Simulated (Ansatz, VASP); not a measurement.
**Two plane-wave programs on FePt**

File INCAR:

```
PREC = Accurate ; ENCUT = 520
EDIFF = 1E-8 ; ISMEAR = -1
SIGMA = 0.05 ; LREAL = F
LASPH = T ; NELM = 150
ALGO = Normal ; ISIF = 2
LWAVE = F ; LCHARG = F
ISPIN = 2 ; MAGMOM = 3 0
LORBIT = 11 ; LMAXMIX = 4
GGA = PE ; LEFG = T
NBANDS = 20
```

The input KPOINTS:

```
Automatic mesh
0
Gamma
  12 12 9
```

POSCAR

```
FePt
1.0
    2.7216540008      0.0000000000      0.0000000000
    0.0000000000      2.7216540008      0.0000000000
    0.0000000000      0.0000000000      3.7000000000
Fe Pt
1 1
Direct
    0.5000000000      0.5000000000      0.5000000000
    0.0000000000      0.0000000000      0.0000000000
```

Input for Ansatz:

```yaml
crystal:
  lattice:
    - [2.7216540008, 0.0, 0.0]
    - [0.0, 2.7216540008, 0.0]
    - [0.0, 0.0, 3.7]
  atoms:
    - { symbol: Fe, position: [0.5, 0.5, 0.5], spin: 3.0 }
    - { symbol: Pt, position: [0.0, 0.0, 0.0] }
magnetization:
  spin_polarized: true
kpoints:
  mp_grid: { grid: [12, 12, 9] }
  band_path:
    path:
      - [0.0, 0.0, 0.0]
      - [0.0, 0.5, 0.0]
      - [0.5, 0.5, 0.0]
      - [0.0, 0.0, 0.0]
      - [0.0, 0.0, 0.5]
      - [0.0, 0.5, 0.5]
      - [0.5, 0.5, 0.5]
      - [0.0, 0.0, 0.5]
      - [0.0, 0.5, 0.0]
    npoints: 8
scf:
  occupations: { method: fermi_dirac, width: 0.05 }
hamiltonian:
  xc: pbe
  pseudopotentials: { kind: paw }
output:
  forces: true
  stress: true
  eigenvalues: true
  efg: { contact_densities: true }
  populations: true
  bader: true
  dos: { projected: true, de: 0.2, e_range: [-14, 8] }
  write_density: true
  write_potential: true
  elf: true
  volumetric_format: npy
```

Alike in both runs: task electric field gradients; functional PBE; k mesh 12 × 12 × 9; occupations fermi-dirac, width 0.05 eV; collinear spin.

```csv
,VASP,Ansatz
version,VASP 6.6.1,Ansatz 0.2.0
potentials or method,"VASP PAW PBE potentials, release 64 (Fe, Pt)","PAW with Ansatz's default frozen-core files, scalar-relativistic"
plane-wave cutoff (eV),520,420
valence electrons in the cell,18,34
```

|  | VASP | Ansatz | Ansatz less VASP |
| --- | --- | --- | --- |
| pressure (GPa) | 4.7 | 5.1 | +0.46 |
| traceless stress, the component that is largest in VASP (GPa) | 1.22 | 1.19 | -0.033 |
| net moment per atom (μB) | 1.64 | 1.64 | +0.004 |
| size of the moment on the site where the two differ most (μB) | 0.34 | 0.40 | +0.060 |
| size of Vzz on the site where it differs most (V/Å²) | 66.4 | 35.3 | -31.07 |

Site moments also hang on the region over which each program counts them. VASP's potentials hold 18 valence electrons a cell and Ansatz's 34, so a difference there can come from the potentials and not from the codes.

Neither program's run includes spin-orbit coupling.
